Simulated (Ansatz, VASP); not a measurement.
## Two plane-wave programs on AlNi

```
Ni Al
1.0
     3.20163    0.00000    0.00000
    -1.60081    2.77269    0.00000
     0.00000    0.00000    3.13759
Ni Al
1 1
Direct
  0.00000 0.00000 0.00000
  0.33333 0.66667 0.50000
```

Alike in both runs: task relaxation of cell and atoms; functional PBE; k mesh 15 × 15 × 13; occupations fermi-dirac, width 0.08 eV; no spin polarisation.

|  | VASP | Ansatz |
| --- | --- | --- |
| version | VASP 6.6.1 | Ansatz 0.2.0 |
| potentials or method | VASP PAW PBE potentials, release 64 (Ni, Al) | PAW with Ansatz's default frozen-core files, scalar-relativistic |
| plane-wave cutoff (eV) | 600 | 420 |
| valence electrons in the cell | 13 | 21 |

VASP gave:

- relaxed volume (Å³/atom): 12.60
- relaxed cell length with the largest relative difference (Å): 2.761

Q: Which values does Ansatz return?

A: Relaxed volume (Å³/atom): 12.59; relaxed cell length with the largest relative difference (Å): 2.759.

VASP's potentials hold 13 valence electrons a cell and Ansatz's 21, so a difference there can come from the potentials and not from the codes.
